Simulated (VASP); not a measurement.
Runs of VASP 6.6.1 on Dy3Re. The structure is that of space group Pm-3m (No. 221), or close to it. The cells are those of the table. The cell was built from a structure type or drawn by symmetry, and may not be a known phase.

```tsv
task	spin	cell	k mesh	gap on the mesh (eV)	pressure (GPa)	moment (μB)
single point	off	a = 4.474 Å, 4 atoms	4 × 4 × 4	none	(a)	-
relaxation of cell and atoms	off	relaxed from a = 4.474 Å, 4 atoms	4 × 4 × 4	none	0.0	-
single point	collinear	a = 4.595 Å, 4 atoms	4 × 4 × 4	none	0.6	0.00
single point	collinear	a = 4.595 Å, 4 atoms	10 × 10 × 10	none	0.4	0.00
single point	off	a = 4.595 Å, 4 atoms	4 × 4 × 4	none	0.6	-
```

Alike in all rows: level PBE; potentials or basis VASP PAW PBE potentials, release 64 (Dy_3, Re), 4f in core; cutoff (eV) 600; smearing gaussian 0.1 eV.

Question: Estimate the missing entries.

Answer: (a) 7.9.

Caveats: spin-orbit coupling is left out, which moves the levels of the heavy elements; the 4f electrons are frozen in the core, so they carry no moment and show no levels; the magnetic or orbital state may not be the lowest (at least some runs); the cell stands under pressure (at least some runs).

A k mesh can miss the band edges, and the runs leave out spin-orbit coupling on Dy, Re.

A gap of «none» marks levels without a gap at the run's occupations.
